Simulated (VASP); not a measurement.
Write the native input for VASP 6.6.1 that does the following.

| Property | Result |
| --- | --- |
| Task | single point |
| Functional | PBE |
| Potentials or basis | VASP PAW PBE potentials, release 64 (In_d, As) |
| Cutoff | 500 eV |
| k mesh | 6 × 6 × 6 |
| Occupations | fermi-dirac, width 0.02 eV |
| Spin | collinear spin, zero start |
| Starting moments | [0.0, 0.0] μB |
| Dipole correction | no |
| Further INCAR settings | ALGO = Normal; EDIFF = 1e-06; NBANDS = 20 |

The structure of InAs lies in POSCAR:

```
InAs
1.0
    0.0000000000      3.0545904655      3.0545904655
    3.0545904655      0.0000000000      3.0545904655
    3.0545904655      3.0545904655      0.0000000000
In As
1 1
Direct
    0.0000000000      0.0000000000      0.0000000000
    0.2500000000      0.2500000000      0.2500000000
```

These files were run (other wordings do the same):

INCAR

```
ALGO = Normal
EDIFF = 1E-6
ENCUT = 500
GGA = PE
GGA_COMPAT = F
ISIF = 2
ISMEAR = -1
ISPIN = 2
LASPH = T
LCHARG = T
LELF = T
LORBIT = 11
LREAL = F
LVHAR = T
LWAVE = F
MAGMOM = 0 0
NBANDS = 20
NELM = 200
PREC = Accurate
SIGMA = 0.02
```

KPOINTS

```
k-points
0
Gamma
  6 6 6
```

Potentials or basis: VASP PAW PBE potentials, release 64 (In_d, As).

The run is started by

```bash
$ cat potpaw_PBE.64/In_d/POTCAR potpaw_PBE.64/As/POTCAR > POTCAR
$ mpirun -np 1 vasp_std > vasp.out
```

Results of the run:

```json
{
 "Pressure": "2.1 GPa",
 "Band gap on the k mesh": "zero (filled and empty bands touch)",
 "Net moment": "0.00 μB per cell",
 "Valence electrons inside the program's atomic spheres": "In 11.44; As 2.80"
}
```

Caveat: semilocal functionals underestimate gaps, so a narrow gap can read as zero; spin-orbit coupling is left out, which moves the levels of the heavy elements.

It took 32 s on 1 thread of Intel(R) Xeon(R) Platinum 8259CL CPU @ 2.50GHz (Skylake/Cascade Lake) (shared host), peak memory 0.21 GiB.
